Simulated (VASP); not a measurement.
# PtS2 (P-3m1) in VASP: notebook, part 3 of 3

VASP 6.6.1.

## (5) Relaxation of cell and atoms, PBE

This run uses another cell than the first one, of 20.35 Å³/atom, 0.853 times its volume.

Contents of INCAR:

```
SYSTEM = PtS2
  PREC = Accurate
  ENCUT = 600
  EDIFF = 1E-7
  ISMEAR = 0
  SIGMA = 0.02
  LREAL = .False.
  LASPH = .True.
  NELM = 100
  ALGO = Normal
  ISIF = 3
  LWAVE = .False.
  LCHARG = .False.
  GGA = PE
  IBRION = 2
  NSW = 100
  EDIFFG = -0.01
```

Contents of KPOINTS:

```
Automatic mesh
0
Gamma
  9 9 6
  0 0 0
```

Contents of POSCAR:

```
PtS2
1.0
    3.5487422900      0.0000000000      0.0000000000
   -1.7743711500      3.0733008400      0.0000000000
    0.0000000000      0.0000000000      5.5970664000
Pt S
1 2
Direct
    0.0000000000      0.0000000000      0.0000000000
    0.6666666900      0.3333333400      0.7796640400
    0.3333333400      0.6666666900      0.2203359500
```

Potentials or basis: VASP PAW PBE potentials, release 64 (Pt, S).

Command:

```sh
$ cat potpaw_PBE.64/Pt/POTCAR potpaw_PBE.64/S/POTCAR > POTCAR
$ mpirun -np 1 vasp_std > vasp.out
```

OUTCAR:

```text
SYSTEM = PtS2
   PREC = Accurate
   ENCUT = 600
   EDIFF = 1E-7
   ISMEAR = 0
   LREAL = .False.
   LASPH = .True.
   NELM = 100
   ISIF = 3
   GGA = PE
   IBRION = 2
   NSW = 100
   EDIFFG = -0.01

 ion  position               nearest neighbor table
   1  0.000  0.000  0.000-   2 2.39   3 2.39   3 2.39   2 2.39   3 2.39   2 2.39
   2  0.667  0.333  0.780-   1 2.39   1 2.39   1 2.39
   3  0.333  0.667  0.220-   1 2.39   1 2.39   1 2.39

  LATTYP: Found a hexagonal cell.
 ALAT       =     3.5487422900
 C/A-ratio  =     1.5771971991

  Lattice vectors:

 A1 = (   3.5487422900,   0.0000000000,   0.0000000000)
 A2 = (  -1.7743711500,   3.0733008400,   0.0000000000)
 A3 = (   0.0000000000,   0.0000000000,   5.5970664000)

Analysis of symmetry for initial positions (statically):
=====================================================================
 Subroutine PRICEL returns:
 Original cell was already a primitive cell.

 Routine SETGRP: Setting up the symmetry group for a
 hexagonal supercell.

 Subroutine GETGRP returns: Found 12 space group operations
 (whereof 12 operations were pure point group operations)
 out of a pool of 24 trial point group operations.

The static configuration has the point symmetry D_3d.

Analysis of symmetry for dynamics (positions and initial velocities):
=====================================================================
 Subroutine PRICEL returns:
 Original cell was already a primitive cell.

 Routine SETGRP: Setting up the symmetry group for a
 hexagonal supercell.

 Subroutine GETGRP returns: Found 12 space group operations
 (whereof 12 operations were pure point group operations)
 out of a pool of 24 trial point group operations.

The dynamic configuration has the point symmetry D_3d.

 Subroutine INISYM returns: Found 12 space group operations
 (whereof 12 operations are pure point group operations),
 and found     1 'primitive' translations

----------------------------------------------------------------------------------------

                                     Primitive cell

  volume of cell :      61.0436

[... 144 lines left out ...]
  Direction    XX          YY          ZZ          XY          YZ          ZX
  --------------------------------------------------------------------------------------
  -------------------------------------------------------------------------------------
  Total        0.8848980      0.8848979      0.4121660     -0.0000000      0.0000000      0.0000000
  in kB       23.2254320     23.2254299     10.8178950     -0.0000000      0.0000000      0.0000000
  external PRESSURE =      19.0895856 kB  Pullay stress =       0.0000000 kB
[... 92 lines left out ...]
  FREE ENERGIE OF THE ION-ELECTRON SYSTEM (eV)
  ---------------------------------------------------
  free  energy   TOTEN  =       -15.4481121664 eV

  energy  without entropy=      -15.4481121664  energy(sigma->0) =      -15.44811217

 E-fermi :   4.5824     XC(G=0):  -9.6458

 val. band max:        4.4425203607   @ k =   0.0000   0.2222   0.1667
 cond. band min:       5.7318459210   @ k =   0.0000   0.2222   0.3333
 fundamental gap:      1.2893255603
 Fermi energy:         4.5823535766

 k-point     1 :       0.0000    0.0000    0.0000
  band No.  band energies     occupation
      1      -9.9386      2.00000
      2      -7.5407      2.00000
      3      -1.4494      2.00000
      4      -1.4494      2.00000
      5      -1.3460      2.00000
      6       1.2583      2.00000
      7       1.2583      2.00000
      8       3.1066      2.00000
      9       3.8410      2.00000
     10       3.8410      2.00000
     11       4.2237      2.00000
     12       7.2450      0.00000
     13       7.2450      0.00000
     14       9.8727      0.00000
[... 403 lines left out ...]
      4      -1.0476      2.00000
      5      -0.4549      2.00000
      6       0.0617      2.00000
      7       0.6904      2.00000
      8       2.0049      2.00000
      9       3.2636      2.00000
     10       3.4408      2.00000
     11       4.3273      2.00000
     12       5.9148      0.00000
     13       6.6294      0.00000
     14      10.6611      0.00000
     15      12.4885      0.00000

 [... further k-points ...]

[... ionic steps 4 to 19 ...]

--------------------------------------- Ionic step       20  -------------------------------------------

 number of electron      21.9999998 magnetization

------------------------ aborting loop because EDIFF is reached ----------------------------------------
[... 69 lines left out ...]
--------------------------------------- Ionic step       22  -------------------------------------------

 number of electron      21.9999998 magnetization

 Free energy of the ion-electron system (eV)
  ---------------------------------------------------
  ext. energy  EPLUGINS =         0.00000000
  ---------------------------------------------------
  free energy    TOTEN  =       -15.46326705 eV

  energy without entropy =      -15.46326705  energy(sigma->0) =      -15.46326705

 E-fermi :   3.5078     XC(G=0):  -9.0722

 val. band max:        3.3769821017   @ k =   0.0000   0.2222   0.1667
 cond. band min:       4.8894170898   @ k =   0.0000   0.2222   0.3333
 fundamental gap:      1.5124349881
 Fermi energy:         3.5078267055

 k-point     1 :       0.0000    0.0000    0.0000
  band No.  band energies     occupation
      1     -10.7515      2.00000
      2      -8.4791      2.00000
      3      -2.2849      2.00000
      4      -2.2849      2.00000
      5      -2.0565      2.00000
      6       0.3997      2.00000
      7       0.3997      2.00000
      8       2.3084      2.00000
      9       2.9722      2.00000
     10       2.9722      2.00000
     11       3.0257      2.00000
     12       6.4208      0.00000
     13       6.4208      0.00000
     14       8.7535      0.00000
[... 445 lines left out ...]
  FREE ENERGIE OF THE ION-ELECTRON SYSTEM (eV)
  ---------------------------------------------------
  free  energy   TOTEN  =       -15.4632670498 eV

  energy  without entropy=      -15.4632670498  energy(sigma->0) =      -15.46326705

 reached required accuracy - stopping structural energy minimisation
```

CONTCAR:

```text
PtS2
   1.00000000000000
     3.5718945321563136   -0.0000000000346405    0.0000000000000013
    -1.7859472711407784    3.0933512673854500   -0.0000000000000009
     0.0000000000000012   -0.0000000000000011    6.3187729522273122
  Pt              S
     1     2
Direct
     0.0000000000000000    0.0000000000000000    0.0000000000000000
     0.6666666899999996    0.3333333400000029    0.8058365722214104
     0.3333333400000029    0.6666666899999996    0.1941634177785886

  0.00000000E+00  0.00000000E+00  0.00000000E+00
  0.00000000E+00  0.00000000E+00  0.00000000E+00
  0.00000000E+00  0.00000000E+00  0.00000000E+00
```

Wall time 24 min (1 thread of AMD EPYC 7R13, shared host); peak memory 0.22 GiB.

What came out:

```
Free energy                            : -15.4633 eV
Relaxed volume                         : 23.27 Å³/atom
Relaxed cell                           : a = 3.572 Å, b = 3.572 Å, c = 6.319 Å, α = 90.00°, β = 90.00°, γ = 120.00°
Space group after relaxing (to 0.05 Å) : P-3m1 (No. 164)
Energy gained by relaxing              : 6.9 meV/atom
Ionic steps                            : 22
Pressure after relaxing                : 0.0 GPa
Band gap on the k mesh                 : 1.51 eV, indirect (least direct gap 1.54 eV)
```

Step by step:
| step | energy change (eV) | largest force (eV/Å) | pressure (GPa) | volume (Å³) |
| --- | --- | --- | --- | --- |
| 1 | 0.0000 | 0.0358 | 1.91 | 61.04 |
| 2 | 0.0056 | 0.4042 | -2.52 | 63.21 |
| 3 | -0.0057 | 0.1533 | -0.01 | 61.93 |
| 4 | -0.0074 | 0.1013 | 0.03 | 62.08 |
| 5 | -0.0084 | 0.0247 | 0.08 | 62.32 |
| 6 | -0.0092 | 0.0201 | 0.12 | 62.49 |
| 7 | -0.0113 | 0.0046 | 0.22 | 63.00 |
| 8 | -0.0147 | 0.0315 | 0.47 | 64.02 |
| 9 | -0.0172 | 0.1219 | 1.10 | 66.04 |
| 10 | -0.0175 | 0.1147 | 1.04 | 66.13 |
| 11 | -0.0182 | 0.0938 | 0.88 | 66.39 |
| 12 | -0.0194 | 0.0529 | 0.55 | 66.93 |
| 13 | -0.0204 | 0.0265 | -0.05 | 68.01 |
| 14 | -0.0204 | 0.0351 | -0.11 | 68.13 |
| 15 | -0.0204 | 0.0380 | -0.14 | 68.17 |
| 16 | -0.0204 | 0.0374 | -0.14 | 68.24 |
| 17 | -0.0205 | 0.0354 | -0.13 | 68.44 |
| 18 | -0.0206 | 0.0308 | -0.11 | 68.83 |
| 19 | -0.0208 | 0.0192 | -0.07 | 69.63 |
| 20 | -0.0208 | 0.0179 | -0.06 | 69.74 |
| 21 | -0.0208 | 0.0149 | -0.04 | 69.95 |
| 22 | -0.0208 | 0.0011 | 0.04 | 69.82 |

Final structure:
```
CELL_PARAMETERS angstrom
3.57189 0.00000 0.00000
-1.78595 3.09335 0.00000
0.00000 0.00000 6.31877
ATOMIC_POSITIONS crystal
Pt 0.00000 0.00000 0.00000
S 0.66667 0.33333 0.80584
S 0.33333 0.66667 0.19416
```

Levels at points of the mesh, in eV from the valence-band top:
| k point | band 9 | band 10 | band 11 | band 12 | band 13 | band 14 |
| --- | --- | --- | --- | --- | --- | --- |
| (0.00, 0.00, 0.00) | -0.40 | -0.40 | -0.35 | 3.04 | 3.04 | 5.38 |
| (0.00, 0.00, 0.50) | -0.76 | -0.42 | -0.42 | 3.09 | 3.09 | 5.90 |

Caveat: spin-orbit coupling is left out, which moves the levels of the heavy elements; this functional lacks dispersion, which binds the layers, so the pressure and a relaxed spacing across them are unreliable.

## (6) The runs side by side

```tsv
task	cell	k mesh	cutoff (eV)	gap on the mesh (eV)	pressure (GPa)	relaxed volume (Å³/atom)	largest force (eV/Å)
single point	a = 3.577, b = 3.577, c = 6.458 Å, angles 90.0, 90.0, 120.0°, 3 atoms	9 × 9 × 4	520	1.56	-0.4	-	0.04
single point	a = 3.577, b = 3.577, c = 6.458 Å, angles 90.0, 90.0, 120.0°, 3 atoms	9 × 9 × 6	520	1.55	-0.4	-	0.04
relaxation of cell and atoms	relaxed from a = 3.577, b = 3.577, c = 6.458 Å, angles 90.0, 90.0, 120.0°, 3 atoms	9 × 9 × 4	600	1.56	0.0	23.79	-
relaxation of cell and atoms	relaxed from a = 3.549, b = 3.549, c = 5.597 Å, angles 90.0, 90.0, 120.0°, 3 atoms	9 × 9 × 6	600	1.51	0.0	23.27	-
```

Alike in all rows: level PBE; potentials or basis VASP PAW PBE potentials, release 64 (Pt, S); no spin polarisation; smearing gaussian 0.02 eV.

Caveats: spin-orbit coupling is left out, which moves the levels of the heavy elements; this functional lacks dispersion, which binds the layers, so the pressure and a relaxed spacing across them are unreliable.

Absolute energies hang on the potentials; compare differences alone.
